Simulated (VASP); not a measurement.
The system is H4NF.

```xyz
6
Lattice="-2.6578 2.6578 2.1246 2.6578 -2.6578 2.1246 2.6578 2.6578 -2.1246" Properties=species:S:1:pos:R:3 pbc="T T T"
H     3.5093    0.8514    1.0623
H     1.8064   -0.8514    1.0623
H     0.8514    1.8064    1.0623
H    -0.8514    3.5093    1.0623
N     0.0000    0.0000    2.1246
F     0.0000    0.0000    0.0000
```

* Program: VASP 6.6.1
* Task: relaxation of cell and atoms
* Functional: PBEsol
* Potentials or basis: VASP PAW PBE potentials, release 64 (H, N, F)
* Cutoff: 600 eV
* k mesh: 6 × 6 × 6
* Occupations: fermi-dirac, width 0.03 eV
* Spin: no spin polarisation

At the start: pressure -20.1 GPa; volume 10.01 Å³/atom.

Where does the relaxation end?

Over 24 steps the energy falls by 1073.1 meV/atom and the volume is 4.68 Å³/atom (-53.2 %); space group I422 (No. 97, to 0.1 Å) before, I4/mmm (No. 139, to 0.1 Å).

The path:
```
step  energy change (eV)  largest force (eV/Å)  pressure (GPa)  volume (Å³)
   1              0.0000                0.3657          -20.14        60.03
   2             -1.3508                0.3077          -19.63        49.75
   3             -2.2444                0.7028           42.65        26.01
   4             -2.7582                0.0111           -6.95        36.38
   5             -2.8665                0.1467            0.30        33.58
   6             -3.7746                0.0491            1.00        31.00
   7             -5.0731                0.4904            7.59        27.13
   8             -2.7278                0.1986          102.01        19.09
   9             -5.3552                0.7707           17.10        25.13
  10             -5.3469                0.8172           21.46        24.52
  11             -5.5403                0.6547            2.53        26.78
  12             -5.6021                0.8010            7.96        26.01
  13             -5.9738                0.7070           -1.89        27.91
  14             -6.1703                0.5119           -9.77        30.03
  15             -6.1875                0.4377          -11.87        30.79
  16             -6.3671                0.1474           -0.95        28.71
  17             -6.3684                0.1676           -1.78        28.84
  18             -6.4330                0.0111            1.97        27.67
  19             -6.4369                0.0398            1.13        27.89
  20             -6.4382                0.0250           -0.31        28.15
  21             -6.4382                0.0253           -0.28        28.14
  22             -6.4386                0.0131           -0.24        28.16
  23             -6.4386                0.0138           -0.23        28.16
  24             -6.4388                0.0066            0.02        28.11
```

Final structure:
```
CELL_PARAMETERS angstrom
-1.77279 1.77279 2.23587
1.77279 -1.77279 2.23587
1.77279 1.77279 -2.23587
ATOMIC_POSITIONS crystal
H 0.49951 0.99951 0.99901
H 0.00049 0.50049 0.00099
H 0.50049 0.49951 0.50000
H 0.99951 0.00049 0.50000
N 0.50000 0.50000 0.00000
F 0.00000 0.00000 0.00000
```

Caveat: the volume moved by over 15 % at a fixed basis, so the end points are rough; the PAW data sets were made with another functional, which shifts forces and pressure a little.
